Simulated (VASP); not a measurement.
# C (Fd-3m) in VASP: notebook

The runs below take C through single point, with PBE.

Everything below comes from runs of VASP 6.6.1. Logs are shortened: lines on timing, memory, paths and dates and some standing lists are left out, and cuts for length are marked.

## 1. The cell of the first run

The structure is cubic, space group Fd-3m (No. 227). Conventional cell: a = 3.572 Å, b = 3.572 Å, c = 3.572 Å, α = 90.00°, β = 90.00°, γ = 90.00°. C (site symmetry -43m) has 4 C at 1.55 Å within 2.1 Å.

## 2. Single point, PBE

The input, INCAR:

```
SYSTEM = C
ALGO = Normal
EDIFF = 1E-6
ENCUT = 600
GGA = PE
GGA_COMPAT = .False.
ISIF = 2
ISMEAR = 0
LASPH = .True.
LCHARG = .False.
LREAL = .False.
LWAVE = .False.
NBANDS = 26
NELM = 120
PREC = Accurate
SIGMA = 0.01
```

The input, KPOINTS:

```
k-points
0
Gamma
  3 3 3
  0 0 0
```

The input, POSCAR:

```
C
1.0
    3.5716218667      0.0000000000      0.0000000000
    0.0000000000      3.5716218667      0.0000000000
    0.0000000000      0.0000000000      3.5716218667
C
8
Direct
    0.0000000000      0.0000000000      0.0000000000
    0.0000000000      0.5000000000      0.5000000000
    0.5000000000      0.0000000000      0.5000000000
    0.5000000000      0.5000000000      0.0000000000
    0.2500000000      0.2500000000      0.2500000000
    0.2500000000      0.7500000000      0.7500000000
    0.7500000000      0.2500000000      0.7500000000
    0.7500000000      0.7500000000      0.2500000000
```

Potentials or basis: VASP PAW PBE potentials, release 64 (C).

Started as:

```sh
$ cat potpaw_PBE.64/C/POTCAR > POTCAR
$ mpirun -np 1 vasp_std > vasp.out
```

OUTCAR:

```text
SYSTEM = C
   EDIFF = 1E-6
   ENCUT = 600
   GGA = PE
   ISIF = 2
   ISMEAR = 0
   LASPH = .True.
   LREAL = .False.
   NELM = 120
   PREC = Accurate

 ion  position               nearest neighbor table
   1  0.000  0.000  0.000-   5 1.55   6 1.55   7 1.55   8 1.55
   2  0.000  0.500  0.500-   5 1.55   6 1.55   7 1.55   8 1.55
   3  0.500  0.000  0.500-   5 1.55   6 1.55   7 1.55   8 1.55
   4  0.500  0.500  0.000-   5 1.55   6 1.55   7 1.55   8 1.55
   5  0.250  0.250  0.250-   1 1.55   2 1.55   3 1.55   4 1.55
   6  0.250  0.750  0.750-   1 1.55   2 1.55   3 1.55   4 1.55
   7  0.750  0.250  0.750-   1 1.55   2 1.55   3 1.55   4 1.55
   8  0.750  0.750  0.250-   1 1.55   2 1.55   3 1.55   4 1.55

  LATTYP: Found a simple cubic cell.
 ALAT       =     3.5716218667

  Lattice vectors:

 A1 = (   3.5716218667,   0.0000000000,   0.0000000000)
 A2 = (   0.0000000000,   3.5716218667,   0.0000000000)
 A3 = (   0.0000000000,   0.0000000000,   3.5716218667)

Analysis of symmetry for initial positions (statically):
=====================================================================
 Subroutine PRICEL returns following result:

  LATTYP: Found a face centered cubic cell.
 ALAT       =     3.5716218667

  Lattice vectors:

 A1 = (   1.7858109334,  -1.7858109334,   0.0000000000)
 A2 = (   1.7858109334,   0.0000000000,   1.7858109334)
 A3 = (   0.0000000000,  -1.7858109334,   1.7858109334)

   4 primitive cells build up your supercell.

 Routine SETGRP: Setting up the symmetry group for a
 simple cubic supercell.

 Subroutine GETGRP returns: Found 48 space group operations
 (whereof 24 operations were pure point group operations)
 out of a pool of 48 trial point group operations.

The static configuration has the point symmetry T_d .
 The point group associated with its full space group is O_h .

Analysis of symmetry for dynamics (positions and initial velocities):
=====================================================================
 Subroutine PRICEL returns following result:

  LATTYP: Found a face centered cubic cell.
 ALAT       =     3.5716218667

  Lattice vectors:

 A1 = (   1.7858109334,  -1.7858109334,   0.0000000000)
 A2 = (   1.7858109334,   0.0000000000,   1.7858109334)
 A3 = (   0.0000000000,  -1.7858109334,   1.7858109334)

   4 primitive cells build up your supercell.

 Routine SETGRP: Setting up the symmetry group for a
 simple cubic supercell.

 Subroutine GETGRP returns: Found 48 space group operations
 (whereof 24 operations were pure point group operations)
 out of a pool of 48 trial point group operations.

The dynamic configuration has the point symmetry T_d .
 The point group associated with its full space group is O_h .

 Subroutine INISYM returns: Found 48 space group operations
 (whereof 24 operations are pure point group operations),
 and found     4 'primitive' translations

----------------------------------------------------------------------------------------

                                     Primitive cell

  volume of cell :      11.3903

  direct lattice vectors                    reciprocal lattice vectors
     1.785810933 -1.785810933  0.000000000     0.279984846 -0.279984846 -0.279984846
     1.785810933  0.000000000  1.785810933     0.279984846  0.279984846  0.279984846
     0.000000000 -1.785810933  1.785810933    -0.279984846 -0.279984846  0.279984846

  length of vectors
     2.525518042  2.525518042  2.525518042     0.484947979  0.484947979  0.484947979

  position of ions in fractional coordinates (direct lattice)
     0.000000000  0.000000000  0.000000000
     0.750000000  0.750000000  0.750000000

  ion indices of the primitive-cell ions
   primitive index   ion index
                 1           1
                 2           5

----------------------------------------------------------------------------------------

 KPOINTS: k-points

Automatic generation of k-mesh.
 Grid dimensions read from file:
 generate k-points for:    3    3    3

 Generating k-lattice:

  Cartesian coordinates                     Fractional coordinates (reciprocal lattice)
     0.093328282  0.000000000  0.000000000     0.333333333  0.000000000  0.000000000
     0.000000000  0.093328282  0.000000000     0.000000000  0.333333333  0.000000000
     0.000000000  0.000000000  0.093328282     0.000000000  0.000000000  0.333333333

  Length of vectors
     0.093328282  0.093328282  0.093328282

  Shift w.r.t. Gamma in fractional coordinates (k-lattice)
     0.000000000  0.000000000  0.000000000

 Subroutine IBZKPT returns following result:
 ===========================================

 Found      4 irreducible k-points:

 Following reciprocal coordinates:
            Coordinates               Weight
  0.000000  0.000000  0.000000      1.000000
  0.333333  0.000000  0.000000      6.000000
  0.333333  0.333333  0.000000     12.000000
  0.333333  0.333333  0.333333      8.000000
   k-points           NKPTS =      4   k-points in BZ     NKDIM =      4   number of bands    NBANDS=     26
   number of dos      NEDOS =    301   number of ions     NIONS =      8
   total plane-waves  NPLWV =  27000
   dimension x,y,z NGX =    30 NGY =   30 NGZ =   30
   dimension x,y,z NGXF=    60 NGYF=   60 NGZF=   60
   ions per type =               8
   NGX,Y,Z   is equivalent  to a cutoff of  13.96, 13.96, 13.96 a.u.
   NGXF,Y,Z  is equivalent  to a cutoff of  27.93, 27.93, 27.93 a.u.
 SYSTEM =  C
   PREC   = accura    normal or accurate (medium, high low for compatibility)
   ISTART =      0    job   : 0-new  1-cont  2-samecut
   ICHARG =      2    charge: 1-file 2-atom 10-const
   ISPIN  =      1    spin polarized calculation?
   LNONCOLLINEAR =      F non collinear calculations
   LSORBIT =      F    spin-orbit coupling
   LASPH  =      T    aspherical Exc in radial PAW
   ENCUT  =  600.0 eV  44.10 Ry    6.64 a.u.   7.13  7.13  7.13*2*pi/ulx,y,z
   NELM   =    120;   NELMIN=  2; NELMDL= -5     # of ELM steps
   EDIFF  = 0.1E-05   stopping-criterion for ELM
   LREAL  =      F    real-space projection
   EDIFFG = 0.1E-04   stopping-criterion for IOM
   NSW    =      0    number of steps for IOM
   IBRION =     -1    ionic relax: 0-MD 1-quasi-New 2-CG
   NFREE  =      0    steps in history (QN), initial steepest desc. (CG)
   ISIF   =      2    stress and relaxation
   ISYM   =      2    0-nonsym 1-usesym 2-fastsym
   POTIM  = 0.5000    time-step for ionic-motion
   TEBEG  =    0.0;   TEEND  =   0.0 temperature during run
   PSTRESS=    0.0 pullay stress
   NELECT =      32.0000    total number of electrons
   NUPDOWN=      -1.0000    fix difference up-down
   EMIN   =  10.00;   EMAX   =-10.00  energy-range for DOS
   EFERMI =   0.00;   METHOD = LEGACY
   ISMEAR =     0;   SIGMA  =   0.01  broadening in eV -4-tet -1-fermi 0-gaus
   EFERMI_NEDOS =   21; number of points for ismear=-14 and -15
   IALGO  =     38    algorithm
   IMIX   =      4    mixing-type and parameters
     AMIX     =   0.40;   BMIX     =  1.00
     AMIX_MAG =   1.60;   BMIX_MAG =  1.00
  volume/ion in A,a.u.               =       5.70        38.43
  Fermi-wavevector in a.u.,A,eV,Ry     =   1.455211  2.749950 28.812235  2.117640
  Thomas-Fermi vector in A             =   2.572272
   LORBIT       =      0    0 simple, 1 ext, 2 COOP (PROOUT), +10 PAW based schemes
   GGA     = PE    functional components
   LHFCALC =     F    Hartree Fock is set to
   AEXX    =    0.0000 exact exchange contribution
   IVDW    =     0    specifies the selected vdW correction
   LEPSILON=     F    determine dielectric tensor
   LRPA    =     F    only Hartree local field effects (RPA)
 non-spin polarized calculation
 Gauss-broadening in eV      SIGMA  =   0.01
  energy-cutoff  :      600.00
  volume of cell :       45.56
 maximum number of plane-waves:      1526
 NGX is ok and might be reduce to    30
   NGX = 15   NGY = 15   NGZ = 15

 number of electron      31.9999991 magnetization

 Free energy of the ion-electron system (eV)
  ---------------------------------------------------
  ext. energy  EPLUGINS =         0.00000000
  ---------------------------------------------------
  free energy    TOTEN  =       -72.69601495 eV

  energy without entropy =      -72.69601495  energy(sigma->0) =      -72.69601495

 E-fermi :   9.8074     XC(G=0): -13.2280

 val. band max:        9.6748044227   @ k =   0.0000   0.0000   0.0000
 cond. band min:      13.8166416651   @ k =   0.3333   0.0000   0.0000
 fundamental gap:      4.1418372425
 Fermi energy:         9.8074314958

 k-point     1 :       0.0000    0.0000    0.0000
  band No.  band energies     occupation
      1     -11.7488      2.00000
      2      -3.0621      2.00000
      3      -3.0621      2.00000
      4      -3.0621      2.00000
      5      -3.0621      2.00000
      6      -3.0621      2.00000
[... 18 lines left out ...]
     25      15.2524      0.00000
     26      22.9122      0.00000

 k-point     2 :       0.3333    0.0000    0.0000
  band No.  band energies     occupation
      1     -10.7299      2.00000
      2      -7.7399      2.00000
      3      -2.5222      2.00000
      4      -2.5222      2.00000
      5      -2.5222      2.00000
      6      -2.5222      2.00000
[... 18 lines left out ...]
     25      18.6715      0.00000
     26      22.3128      0.00000

 k-point     3 :       0.3333    0.3333    0.0000
  band No.  band energies     occupation
      1      -9.7251      2.00000
      2      -6.8075      2.00000
      3      -6.8075      2.00000
      4      -4.3515      2.00000
      5      -1.2380      2.00000
      6       0.3346      2.00000
[... 18 lines left out ...]
     25      21.0453      0.00000
     26      21.0453      0.00000

 k-point     4 :       0.3333    0.3333    0.3333
  band No.  band energies     occupation
      1      -8.7421      2.00000
      2      -6.0156      2.00000
      3      -6.0156      2.00000
      4      -6.0156      2.00000
      5      -2.3028      2.00000
      6      -2.3028      2.00000
[... 18 lines left out ...]
     25      20.3758      0.00000
     26      20.8478      0.00000

------------------------ aborting loop because EDIFF is reached ----------------------------------------

  FORCE on cell =-STRESS in cart. coord.  units (eV):
  Direction    XX          YY          ZZ          XY          YZ          ZX
  --------------------------------------------------------------------------------------
  -------------------------------------------------------------------------------------
  Total        0.0609244      0.0609244      0.0609244     -0.0000000      0.0000000     -0.0000000
  in kB        2.1424252      2.1424252      2.1424252     -0.0000000      0.0000000     -0.0000000
  external PRESSURE =       2.1424252 kB  Pullay stress =       0.0000000 kB

 VOLUME and BASIS-vectors are now :
 -----------------------------------------------------------------------------
  energy-cutoff  :      600.00
  volume of cell :       45.56
      direct lattice vectors                 reciprocal lattice vectors
     3.571621867  0.000000000  0.000000000     0.279984846  0.000000000  0.000000000
     0.000000000  3.571621867  0.000000000     0.000000000  0.279984846  0.000000000
     0.000000000  0.000000000  3.571621867     0.000000000  0.000000000  0.279984846

 POSITION                                       TOTAL-FORCE (eV/Angst)
 -----------------------------------------------------------------------------------
      0.00000      0.00000      0.00000        -0.000000     -0.000000     -0.000000
      0.00000      1.78581      1.78581        -0.000000     -0.000000     -0.000000
      1.78581      0.00000      1.78581        -0.000000     -0.000000     -0.000000
      1.78581      1.78581      0.00000         0.000000     -0.000000     -0.000000
      0.89291      0.89291      0.89291         0.000000      0.000000      0.000000
      0.89291      2.67872      2.67872        -0.000000      0.000000      0.000000
      2.67872      0.89291      2.67872         0.000000      0.000000      0.000000
      2.67872      2.67872      0.89291         0.000000      0.000000      0.000000
 -----------------------------------------------------------------------------------
    total drift:                                0.000000      0.000000      0.000000

  FREE ENERGIE OF THE ION-ELECTRON SYSTEM (eV)
  ---------------------------------------------------
  free  energy   TOTEN  =       -72.6960149501 eV

  energy  without entropy=      -72.6960149501  energy(sigma->0) =      -72.69601495
```

It took 3.9 s on 1 thread of Intel Xeon 6975P-C (Granite Rapids), shared host; peak memory 0.14 GiB.

Results:

* Free energy: -72.6960 eV
* Pressure: 0.2 GPa
* Band gap on the k mesh: 4.14 eV

Caveat: the k points lie up to 0.59 Å⁻¹ apart; an odd mesh through Γ misses points on the zone boundary, where band edges can lie.

## 3. Single point, PBE

The input, INCAR:

```
SYSTEM = C
PREC = Accurate ; ENCUT = 600
EDIFF = 1E-6 ; ISMEAR = -1
SIGMA = 0.01 ; LREAL = .FALSE.
LASPH = .TRUE. ; NELM = 120
ALGO = Normal ; ISIF = 2
LWAVE = .FALSE. ; LCHARG = .FALSE.
GGA = PE ; ISYM = 0
NBANDS = 26 ; GGA_COMPAT = .FALSE.
```

The input, KPOINTS:

```
Automatic mesh
0
Gamma
  3 3 3
  0.25 0.25 0.25
```

POSCAR is that of step 2.

Potentials or basis: VASP PAW PBE potentials, release 64 (C).

Started as:

```sh
$ cat potpaw_PBE.64/C/POTCAR > POTCAR
$ mpirun -np 1 vasp_std > vasp.out
```

It took 70 s on 1 thread of Intel Xeon 6975P-C (Granite Rapids), shared host; peak memory 0.23 GiB.

Results (log left out):

```
Free energy            : -72.7622 eV
Pressure               : 0.0 GPa
Band gap on the k mesh : 4.92 eV
```

Levels at points of the mesh, in eV from the valence-band top:
```
           k point  band 13  band 14  band 15  band 16  band 17  band 18  band 19  band 20
(0.08, 0.08, 0.08)    -5.78    -0.90     0.00     0.00     5.08     5.08     5.08     6.21
```

Caveat: the k points lie up to 0.59 Å⁻¹ apart; a shifted mesh leaves out Γ, where band edges can lie.
